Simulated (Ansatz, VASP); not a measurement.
Two plane-wave programs on SbO5

```xyz
6
Lattice="4.6260 0.0000 0.0000 -2.3130 4.0063 0.0000 0.0000 0.0000 4.0490" Properties=species:S:1:pos:R:3 pbc="T T T"
Sb    0.0000    0.0000    0.0000
O     0.0000    2.6708    0.6686
O     0.0000    2.6708    3.3805
O     2.3130    1.3354    3.3805
O     2.3130    1.3354    0.6686
O     0.0000    0.0000    2.0245
```

Alike in both runs: functional PBE; k mesh 6 × 6 × 4; occupations gaussian, width 0.1 eV; no spin polarisation.

Ansatz relaxed the structure, and its values are those at the end. VASP's run is a single point on that final structure, the one shown.

```csv
,VASP,Ansatz
version,VASP 6.6.1,Ansatz 0.2.0
potentials or method,"VASP PAW PBE potentials, release 64 (Sb, O), cutoff 520 eV","scalar-relativistic, plane waves, PAW"
valence electrons in the cell,35,45
```

|  | VASP | Ansatz | Ansatz less VASP |
| --- | --- | --- | --- |
| gap on the k mesh at the Fermi level (eV) | none | none | - |
| pressure (GPa) | 0.6 | 0.1 | -0.42 |
| rms of the force components (eV/Å) | 0.218 | 0.001 | -0.2171 |

A gap of «none» marks a metal or a gap that the smearing closes. VASP's potentials hold 35 valence electrons a cell and Ansatz's 45, so a difference there can come from the potentials and not from the codes.

The k mesh is coarse, so the values compare programs but aren't converged. Neither program's run includes spin-orbit coupling.
